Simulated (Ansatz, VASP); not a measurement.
**One calculation of Zr2N, two programs**

The input INCAR:

```
PREC     = Accurate       # precision mode
ENCUT    = 520            # plane-wave cutoff, eV
EDIFF    = 1E-7           # SCF threshold, eV
ISMEAR   = 0              # smearing method
SIGMA    = 0.1            # smearing width, eV
LREAL    = False          # projectors in reciprocal space
LASPH    = True           # aspherical terms in the spheres
NELM     = 60             # most SCF steps
ALGO     = Normal         # electronic algorithm
ISIF     = 2              # what is computed and relaxed
LWAVE    = False          # write WAVECAR
LCHARG   = False          # write CHGCAR
GGA      = PS             # functional
NBANDS   = 38             # bands
```

File KPOINTS:

```
Automatic mesh
0
Gamma
  8 8 10
```

POSCAR

```
Zr2N
1.0
    5.4130027300      0.0000000000      0.0000000000
    0.0000000000      5.4130027300      0.0000000000
    0.0000000000      0.0000000000      3.3077891900
Zr N
4 2
Direct
    0.2961254600      0.2961254600      0.0000000000
    0.7038745400      0.7038745400      0.0000000000
    0.7961254600      0.2038745400      0.5000000000
    0.2038745400      0.7961254600      0.5000000000
    0.0000000000      0.0000000000      0.0000000000
    0.5000000000      0.5000000000      0.5000000000
```

Input for Ansatz:

```yaml
crystal:
  lattice:
    - [5.41300273, 0.0, 0.0]
    - [0.0, 5.41300273, 0.0]
    - [0.0, 0.0, 3.30778919]
  atoms:
    - { symbol: Zr, position: [0.29612546, 0.29612546, 0.0] }
    - { symbol: Zr, position: [0.70387454, 0.70387454, 0.0] }
    - { symbol: Zr, position: [0.79612546, 0.20387454, 0.5] }
    - { symbol: Zr, position: [0.20387454, 0.79612546, 0.5] }
    - { symbol: "N", position: [0.0, 0.0, 0.0] }
    - { symbol: "N", position: [0.5, 0.5, 0.5] }
basis:
  ecutwfc: 420
kpoints:
  mp_grid: { grid: [8, 8, 10] }
hamiltonian:
  xc: pbesol
scf:
  occupations: { method: gaussian, width: 0.1 }
output:
  forces: true
  stress: true
  eigenvalues: true
  populations: true
  write_density: true
  write_potential: true
  elf: true
  volumetric_format: npy
```

Alike in both runs: task single point; functional PBEsol; k mesh 8 × 8 × 10; occupations gaussian, width 0.1 eV; no spin polarisation.

|  | VASP | Ansatz |
| --- | --- | --- |
| version | VASP 6.6.1 | Ansatz 0.2.0 |
| potentials or method | VASP PAW PBE potentials, release 64 (Zr_sv, N), cutoff 520 eV | scalar-relativistic, plane waves, PAW |
| valence electrons in the cell | 58 | 58 |

|  | VASP | Ansatz | Ansatz less VASP |
| --- | --- | --- | --- |
| gap on the k mesh at the Fermi level (eV) | none | none | - |
| pressure (GPa) | -4.6 | -4.9 | -0.23 |
| traceless stress, the component that is largest in VASP (GPa) | -0.62 | -0.64 | -0.014 |
| rms of the force components (eV/Å) | 0.028 | 0.030 | +0.0024 |

VASP's potentials were made for PBE, not for PBEsol. Atom by atom the forces differ by 0.002 eV/Å (rms over components). A gap of «none» marks a metal or a gap that the smearing closes. With one functional, cell and mesh, what is left measures potentials, basis and numerics.
